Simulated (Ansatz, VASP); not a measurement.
Pt: VASP beside Ansatz

```
Pt
1.0
    -1.58422    1.58422    1.58422
     1.58422   -1.58422    1.58422
     1.58422    1.58422   -1.58422
Pt
1
Cartesian
  0.0000 0.0000 0.0000
```

Alike in both runs: task single point; functional PBE; k mesh 12 × 12 × 12; occupations gaussian, width 0.023 eV; no spin polarisation.

|  | VASP | Ansatz |
| --- | --- | --- |
| version | VASP 6.6.1 | Ansatz 0.2.0 |
| potentials or method | VASP PAW PBE potentials, release 64 (Pt) | Ansatz PAW |
| plane-wave cutoff (eV) | 500 | 420 |
| valence electrons in the cell | 10 | 18 |

```tsv
	VASP	Ansatz	Ansatz less VASP
gap on the k mesh at the Fermi level (eV)	none	none	-
pressure (GPa)	-1.9	-1.4	+0.44
```

A gap of «none» marks a metal or a gap that the smearing closes. VASP's potentials hold 10 valence electrons a cell and Ansatz's 18, so a difference there can come from the potentials and not from the codes.

Neither program's run includes spin-orbit coupling.
